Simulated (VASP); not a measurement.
Wanted: the native input for a VASP 6.6.1 run.

* Task: single point
* Functional: SCAN
* Potentials or basis: VASP PAW PBE potentials, release 64 (Cd, S)
* Cutoff: 720 eV
* k mesh: 10 × 10 × 10
* Occupations: gaussian, width 0.03 eV
* Spin: no spin polarisation
* Tolerance level: tight
* Purpose: forces
* Further INCAR settings: ADDGRID = False; ALGO = Normal; EDIFF = 0.0001; NBANDS = 29

The structure of CdS lies in POSCAR:

```
CdS
1.0
    0.0000000000      2.9165000000      2.8873350000
    2.9165000000      0.0000000000      2.8873350000
    2.9165000000      2.9165000000      0.0000000000
Cd S
1 1
Direct
    0.0000000000      0.0000000000      0.0000000000
    0.7568575300      0.7568575300      0.7431424700
```

This cell differs from its parent crystal: last atom moved by 0.04 Å along z, cell strained by -1.0% along z.

The input as run:

INCAR

```
SYSTEM = CdS
ADDGRID = .False.
ALGO = Normal
EDIFF = 1E-4
EFERMI = MIDGAP
ENCUT = 720
GGA_COMPAT = .False.
ISIF = 2
ISMEAR = 0
KPAR = 2
LASPH = .True.
LCHARG = .False.
LMIXTAU = .True.
LREAL = .False.
LWAVE = .False.
METAGGA = SCAN
NBANDS = 29
NELM = 120
PREC = Accurate
SIGMA = 0.03
```

KPOINTS

```
Automatic mesh
0
Gamma
  10 10 10
  0 0 0
```

Potentials or basis: VASP PAW PBE potentials, release 64 (Cd, S).

Command:

```bash
$ cat potpaw_PBE.64/Cd/POTCAR potpaw_PBE.64/S/POTCAR > POTCAR
$ mpirun -np 2 vasp_std > vasp.out
```

It gave:

The pressure is 1.8 GPa and the largest force is 0.212 eV/Å. The band gap on the k mesh is 1.52 eV.

Caveat: the cell differs from its parent crystal (last atom moved by 0.04 Å along z, cell strained by -1.0% along z); the PAW data sets were made with another functional, which shifts forces and pressure a little.

Wall time 7.2 min on 2 MPI ranks on Intel(R) Xeon(R) Platinum 8259CL CPU @ 2.50GHz (Skylake/Cascade Lake) (shared host), peak memory 0.44 GiB a rank.
